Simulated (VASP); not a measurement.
# Pd (Fm-3m) in VASP: notebook

Pd is run at these levels: PBE; tasks: single point.

Program: VASP 6.6.1. These are calculated values, not measurements. Logs are shortened: lines on timing, memory, paths and dates and some standing lists are left out, and cuts for length are marked.

### 1 The cell of the first run

The structure is cubic, space group Fm-3m (No. 225). The conventional cell has a = 3.947 Å, b = 3.947 Å, c = 3.947 Å, α = 90.00°, β = 90.00°, γ = 90.00°. Within 3.7 Å of Pd (site symmetry m-3m) lie 12 Pd at 2.79 Å.

### 2 Single point, PBE

INCAR reads:

```
SYSTEM = Pd
PREC = Accurate
ENCUT = 520
EDIFF = 1E-6
ISMEAR = 1
SIGMA = 0.03
LREAL = .False.
LASPH = .True.
NELM = 60
ALGO = Normal
ISIF = 2
LWAVE = .False.
LCHARG = .True.
GGA = PE
LELF = .True.
LVHAR = .True.
NBANDS = 11
```

KPOINTS reads:

```
Automatic mesh
0
Gamma
  14 14 14
  0 0 0
```

POSCAR reads:

```
Pd
1.0
    0.0000000000      1.9734737307      1.9734737307
    1.9734737307      0.0000000000      1.9734737307
    1.9734737307      1.9734737307      0.0000000000
Pd
1
Direct
    0.0000000000      0.0000000000      0.0000000000
```

Potentials or basis: VASP PAW PBE potentials, release 64 (Pd).

Started as:

```console
$ cat potpaw_PBE.64/Pd/POTCAR > POTCAR
$ mpirun -np 1 vasp_std > vasp.out
```

OUTCAR:

```text
SYSTEM = Pd
   PREC = Accurate
   ENCUT = 520
   EDIFF = 1E-6
   ISMEAR = 1
   LREAL = .False.
   LASPH = .True.
   NELM = 60
   ISIF = 2
   GGA = PE

 ion  position               nearest neighbor table
   1  0.000  0.000  0.000-

  LATTYP: Found a face centered cubic cell.
 ALAT       =     3.9469474614

  Lattice vectors:

 A1 = (   0.0000000000,   1.9734737307,   1.9734737307)
 A2 = (   1.9734737307,   0.0000000000,   1.9734737307)
 A3 = (   1.9734737307,   1.9734737307,   0.0000000000)

Analysis of symmetry for initial positions (statically):
=====================================================================
 Subroutine PRICEL returns:
 Original cell was already a primitive cell.

 Routine SETGRP: Setting up the symmetry group for a
 face centered cubic supercell.

 Subroutine GETGRP returns: Found 48 space group operations
 (whereof 48 operations were pure point group operations)
 out of a pool of 48 trial point group operations.

The static configuration has the point symmetry O_h .

Analysis of symmetry for dynamics (positions and initial velocities):
=====================================================================
 Subroutine PRICEL returns:
 Original cell was already a primitive cell.

 Routine SETGRP: Setting up the symmetry group for a
 face centered cubic supercell.

 Subroutine GETGRP returns: Found 48 space group operations
 (whereof 48 operations were pure point group operations)
 out of a pool of 48 trial point group operations.

The dynamic configuration has the point symmetry O_h .

 Subroutine INISYM returns: Found 48 space group operations
 (whereof 48 operations are pure point group operations),
 and found     1 'primitive' translations

----------------------------------------------------------------------------------------

                                     Primitive cell

  volume of cell :      15.3718

  direct lattice vectors                    reciprocal lattice vectors
     0.000000000  1.973473731  1.973473731    -0.253360352  0.253360352  0.253360352
     1.973473731  0.000000000  1.973473731     0.253360352 -0.253360352  0.253360352
     1.973473731  1.973473731  0.000000000     0.253360352  0.253360352 -0.253360352

  length of vectors
     2.790913315  2.790913315  2.790913315     0.438833003  0.438833003  0.438833003

  position of ions in fractional coordinates (direct lattice)
     0.000000000  0.000000000  0.000000000

  ion indices of the primitive-cell ions
   primitive index   ion index
                 1           1

----------------------------------------------------------------------------------------

 KPOINTS: Automatic mesh

Automatic generation of k-mesh.
 Grid dimensions read from file:
 generate k-points for:   14   14   14

 Generating k-lattice:

  Cartesian coordinates                     Fractional coordinates (reciprocal lattice)
    -0.018097168  0.018097168  0.018097168     0.071428571  0.000000000  0.000000000
     0.018097168 -0.018097168  0.018097168     0.000000000  0.071428571  0.000000000
     0.018097168  0.018097168 -0.018097168     0.000000000  0.000000000  0.071428571

  Length of vectors
     0.031345215  0.031345215  0.031345215

  Shift w.r.t. Gamma in fractional coordinates (k-lattice)
     0.000000000  0.000000000  0.000000000

 Subroutine IBZKPT returns following result:
 ===========================================

 Found    104 irreducible k-points:

 Following reciprocal coordinates:
            Coordinates               Weight
  0.000000  0.000000  0.000000      1.000000
  0.071429  0.000000  0.000000      8.000000
  0.142857  0.000000  0.000000      8.000000
  0.214286  0.000000  0.000000      8.000000
  0.285714  0.000000  0.000000      8.000000
  0.357143  0.000000  0.000000      8.000000
[... 16 lines left out ...]
  0.214286  0.142857  0.000000     24.000000
  0.285714  0.142857  0.000000     24.000000
 [... further k-points ...]
   k-points           NKPTS =    104   k-points in BZ     NKDIM =    104   number of bands    NBANDS=     11
   number of dos      NEDOS =    301   number of ions     NIONS =      1
   total plane-waves  NPLWV =  13824
   dimension x,y,z NGX =    24 NGY =   24 NGZ =   24
   dimension x,y,z NGXF=    48 NGYF=   48 NGZF=   48
   ions per type =               1
   NGX,Y,Z   is equivalent  to a cutoff of  14.30, 14.30, 14.30 a.u.
   NGXF,Y,Z  is equivalent  to a cutoff of  28.59, 28.59, 28.59 a.u.
 SYSTEM =  Pd
   PREC   = accura    normal or accurate (medium, high low for compatibility)
   ISTART =      0    job   : 0-new  1-cont  2-samecut
   ICHARG =      2    charge: 1-file 2-atom 10-const
   ISPIN  =      1    spin polarized calculation?
   LNONCOLLINEAR =      F non collinear calculations
   LSORBIT =      F    spin-orbit coupling
   LASPH  =      T    aspherical Exc in radial PAW
   ENCUT  =  520.0 eV  38.22 Ry    6.18 a.u.   5.19  5.19  5.19*2*pi/ulx,y,z
   NELM   =     60;   NELMIN=  2; NELMDL= -5     # of ELM steps
   EDIFF  = 0.1E-05   stopping-criterion for ELM
   LREAL  =      F    real-space projection
   EDIFFG = 0.1E-04   stopping-criterion for IOM
   NSW    =      0    number of steps for IOM
   IBRION =     -1    ionic relax: 0-MD 1-quasi-New 2-CG
   NFREE  =      0    steps in history (QN), initial steepest desc. (CG)
   ISIF   =      2    stress and relaxation
   ISYM   =      2    0-nonsym 1-usesym 2-fastsym
   POTIM  = 0.5000    time-step for ionic-motion
   TEBEG  =    0.0;   TEEND  =   0.0 temperature during run
   PSTRESS=    0.0 pullay stress
   NELECT =      10.0000    total number of electrons
   NUPDOWN=      -1.0000    fix difference up-down
   EMIN   =  10.00;   EMAX   =-10.00  energy-range for DOS
   EFERMI =   0.00;   METHOD = LEGACY
   ISMEAR =     1;   SIGMA  =   0.03  broadening in eV -4-tet -1-fermi 0-gaus
   EFERMI_NEDOS =   21; number of points for ismear=-14 and -15
   IALGO  =     38    algorithm
   IMIX   =      4    mixing-type and parameters
     AMIX     =   0.40;   BMIX     =  1.00
     AMIX_MAG =   1.60;   BMIX_MAG =  1.00
  volume/ion in A,a.u.               =      15.37       103.73
  Fermi-wavevector in a.u.,A,eV,Ry     =   1.418514  2.680602 27.377380  2.012181
  Thomas-Fermi vector in A             =   2.539631
   LORBIT       =      0    0 simple, 1 ext, 2 COOP (PROOUT), +10 PAW based schemes
   GGA     = PE    functional components
   LHFCALC =     F    Hartree Fock is set to
   AEXX    =    0.0000 exact exchange contribution
   IVDW    =     0    specifies the selected vdW correction
   LEPSILON=     F    determine dielectric tensor
   LRPA    =     F    only Hartree local field effects (RPA)
 non-spin polarized calculation
 Methfessel and Paxton  Order N= 1 SIGMA  =   0.03
  energy-cutoff  :      520.00
  volume of cell :       15.37
 maximum number of plane-waves:       428
 NGX is ok and might be reduce to    24
   NGX = 11   NGY = 11   NGZ = 11

 number of electron      10.0000000 magnetization

 Free energy of the ion-electron system (eV)
  ---------------------------------------------------
  ext. energy  EPLUGINS =         0.00000000
  ---------------------------------------------------
  free energy    TOTEN  =        -5.20586198 eV

  energy without entropy =       -5.20592844  energy(sigma->0) =       -5.20588414

 E-fermi :   9.0984     XC(G=0): -12.9279

 val. band max:        9.0894446539   @ k =  -0.4286   0.3571   0.0000
 cond. band min:       9.1053063425   @ k =   0.5000   0.1429   0.0000
 fundamental gap:      0.0158616886
 Fermi energy:         9.0983695328

 k-point     1 :       0.0000    0.0000    0.0000
  band No.  band energies     occupation
      1       2.2772      2.00000
      2       6.4469      2.00000
      3       6.4469      2.00000
      4       6.4469      2.00000
      5       7.9535      2.00000
      6       7.9535      2.00000
      7      26.2647      0.00000
      8      30.8090      0.00000
      9      30.8090      0.00000
     10      30.8090      0.00000
     11      35.4304      0.00000

 k-point     2 :       0.0714    0.0000    0.0000
  band No.  band energies     occupation
      1       2.4555      2.00000
      2       6.3870      2.00000
      3       6.5067      2.00000
      4       6.5067      2.00000
      5       7.9260      2.00000
      6       7.9260      2.00000
      7      26.4325      0.00000
      8      29.6446      0.00000
      9      30.9991      0.00000
     10      30.9991      0.00000
     11      35.5806      0.00000

 k-point     3 :       0.1429    0.0000    0.0000
  band No.  band energies     occupation
      1       2.9566      2.00000
      2       6.2602      2.00000
      3       6.6451      2.00000
      4       6.6451      2.00000
      5       7.8886      2.00000
      6       7.8886      2.00000
      7      26.5058      0.00000
      8      27.7534      0.00000
      9      31.5079      0.00000
     10      31.5079      0.00000
     11      35.3253      0.00000

 k-point     4 :       0.2143    0.0000    0.0000
  band No.  band energies     occupation
      1       3.6314      2.00000
      2       6.2568      2.00000
      3       6.7342      2.00000
      4       6.7342      2.00000
      5       7.9736      2.00000
      6       7.9736      2.00000
      7      24.5658      0.00000
      8      27.3831      0.00000
      9      32.0877      0.00000
     10      32.0877      0.00000
     11      34.4329      0.00000
[... 239 lines left out ...]
 k-point    22 :       0.1429    0.1429    0.0000
  band No.  band energies     occupation
      1       3.1845      2.00000
      2       5.9837      2.00000
      3       6.8611      2.00000
      4       6.8611      2.00000
      5       7.5089      2.00000
      6       8.1465      2.00000
      7      27.1574      0.00000
      8      28.7435      0.00000
      9      29.6715      0.00000
     10      29.6715      0.00000
     11      35.5188      0.00000

 k-point    23 :       0.2143    0.1429    0.0000
  band No.  band energies     occupation
      1       3.7175      2.00000
      2       5.7876      2.00000
      3       6.9547      2.00000
      4       7.0519      2.00000
      5       7.5291      2.00000
      6       8.2604      2.00000
      7      26.6216      0.00000
      8      27.7288      0.00000
      9      29.0178      0.00000
     10      30.0333      0.00000
     11      34.9420      0.00000

 k-point    24 :       0.2857    0.1429    0.0000
  band No.  band energies     occupation
      1       4.3206      2.00000
      2       5.7329      2.00000
      3       6.7357      2.00000
      4       7.1265      2.00000
      5       8.1061      2.00000
      6       8.4866      2.00000
      7      24.1174      0.00000
      8      27.5089      0.00000
      9      28.4510      0.00000
     10      30.4061      0.00000
     11      34.5915      0.00000

 [... further k-points ...]
[... 5 lines left out ...]
  --------------------------------------------------------------------------------------
  -------------------------------------------------------------------------------------
  Total       -0.0703377     -0.0703377     -0.0703377      0.0000000     -0.0000000      0.0000000
  in kB       -7.3311942     -7.3311942     -7.3311942      0.0000000     -0.0000000      0.0000000
  external PRESSURE =      -7.3311942 kB  Pullay stress =       0.0000000 kB

 VOLUME and BASIS-vectors are now :
 -----------------------------------------------------------------------------
  energy-cutoff  :      520.00
  volume of cell :       15.37
      direct lattice vectors                 reciprocal lattice vectors
     0.000000000  1.973473731  1.973473731    -0.253360352  0.253360352  0.253360352
     1.973473731  0.000000000  1.973473731     0.253360352 -0.253360352  0.253360352
     1.973473731  1.973473731  0.000000000     0.253360352  0.253360352 -0.253360352

 POSITION                                       TOTAL-FORCE (eV/Angst)
 -----------------------------------------------------------------------------------
      0.00000      0.00000      0.00000        -0.000000     -0.000000     -0.000000
 -----------------------------------------------------------------------------------
    total drift:                               -0.000000      0.000000     -0.000000

  FREE ENERGIE OF THE ION-ELECTRON SYSTEM (eV)
  ---------------------------------------------------
  free  energy   TOTEN  =        -5.2058619809 eV

  energy  without entropy=       -5.2059284432  energy(sigma->0) =       -5.20588414
```

Wall time 11 s (1 thread of Intel Xeon 6975P-C, shared host); peak memory 0.15 GiB.

Results:

| Property | Result |
| --- | --- |
| Free energy | -5.2059 eV |
| Pressure | -0.7 GPa |
| Band gap on the k mesh | zero (band 5 reaches 9.37 eV, above the bottom of band 6 at 7.89 eV) |

Levels at points of the mesh, in eV from the Fermi level:
```
           k point  band 1  band 2  band 3  band 4  band 5  band 6  band 7  band 8  band 9  band 10
(0.00, 0.00, 0.00)   -6.82   -2.65   -2.65   -2.65   -1.14   -1.14   17.17   21.71   21.71    21.71
(0.50, 0.00, 0.00)   -4.98   -2.69   -2.69   -0.02   -0.02    1.11    7.00   16.51   20.70    20.70
(0.50, 0.50, 0.00)   -5.05   -4.78   -0.05    0.27    0.27    3.36   10.36   12.99   12.99    20.98
```

### 3 Single point, PBE

INCAR reads:

```
ALGO = Normal ; EDIFF = 1E-6
ENCUT = 520 ; GGA = PE
ISIF = 2 ; ISMEAR = 1
LASPH = True ; LCHARG = True
LELF = True ; LREAL = False
LVHAR = True ; LWAVE = False
NBANDS = 11 ; NELM = 100
PREC = Accurate ; SIGMA = 0.1
```

KPOINTS reads:

```
k-points
0
Gamma
  14 14 14
```

POSCAR is that of step 2.

Potentials or basis: VASP PAW PBE potentials, release 64 (Pd).

Started as:

```console
$ cat potpaw_PBE.64/Pd/POTCAR > POTCAR
$ mpirun -np 1 vasp_std > vasp.out
```

OUTCAR:

```text
EDIFF = 1E-6
   ENCUT = 520
   GGA = PE
   ISIF = 2
   ISMEAR = 1
   LASPH = True
   LREAL = False
   NELM = 100
   PREC = Accurate

 ion  position               nearest neighbor table
   1  0.000  0.000  0.000-

  LATTYP: Found a face centered cubic cell.
 ALAT       =     3.9469474614

  Lattice vectors:

 A1 = (   0.0000000000,   1.9734737307,   1.9734737307)
 A2 = (   1.9734737307,   0.0000000000,   1.9734737307)
 A3 = (   1.9734737307,   1.9734737307,   0.0000000000)

[... 514 lines left out ...]
     11      34.5931      0.00000

 [... further k-points ...]

------------------------ aborting loop because EDIFF is reached ----------------------------------------

  FORCE on cell =-STRESS in cart. coord.  units (eV):
  Direction    XX          YY          ZZ          XY          YZ          ZX
  --------------------------------------------------------------------------------------
  -------------------------------------------------------------------------------------
  Total       -0.0642103     -0.0642103     -0.0642103      0.0000000     -0.0000000      0.0000000
  in kB       -6.6925451     -6.6925451     -6.6925451      0.0000000     -0.0000000      0.0000000
  external PRESSURE =      -6.6925451 kB  Pullay stress =       0.0000000 kB

 VOLUME and BASIS-vectors are now :
 -----------------------------------------------------------------------------
  energy-cutoff  :      520.00
  volume of cell :       15.37
      direct lattice vectors                 reciprocal lattice vectors
     0.000000000  1.973473731  1.973473731    -0.253360352  0.253360352  0.253360352
     1.973473731  0.000000000  1.973473731     0.253360352 -0.253360352  0.253360352
     1.973473731  1.973473731  0.000000000     0.253360352  0.253360352 -0.253360352

 POSITION                                       TOTAL-FORCE (eV/Angst)
 -----------------------------------------------------------------------------------
      0.00000      0.00000      0.00000        -0.000000      0.000000      0.000000
 -----------------------------------------------------------------------------------
    total drift:                               -0.000000      0.000000     -0.000000

  FREE ENERGIE OF THE ION-ELECTRON SYSTEM (eV)
  ---------------------------------------------------
  free  energy   TOTEN  =        -5.2064166686 eV

  energy  without entropy=       -5.2046613038  energy(sigma->0) =       -5.20583155
```

stdout:

```text
POSCAR found type information on POSCAR Pd
 POSCAR found :  1 types and       1 ions
 scaLAPACK will be used
 LDA part: xc-table for (Slater+PW92), standard interpolation
 POSCAR, INCAR and KPOINTS ok, starting setup
 FFT: planning ... GRIDC
 FFT: planning ... GRID_SOFT
 FFT: planning ... GRID
 WAVECAR not read
 entering main loop
```

It took 11 s on 1 thread of Intel Xeon 6975P-C, shared host; peak memory 0.15 GiB.

What came out:

```
Free energy            : -5.2064 eV
Pressure               : -0.7 GPa
Band gap on the k mesh : zero (band 5 reaches 9.37 eV, above the bottom of band 6 at 7.89 eV)
```

Levels at points of the mesh, in eV from the Fermi level:
| k point | band 3 | band 4 | band 5 | band 6 | band 7 | band 8 |
| --- | --- | --- | --- | --- | --- | --- |
| (0.00, 0.00, 0.00) | -2.65 | -2.65 | -1.15 | -1.15 | 17.16 | 21.71 |
| (0.50, 0.00, 0.00) | -2.69 | -0.02 | -0.02 | 1.11 | 7.00 | 16.51 |
| (0.50, 0.50, 0.00) | -0.05 | 0.27 | 0.27 | 3.35 | 10.35 | 12.98 |

(Continued in part 2 of 3.)
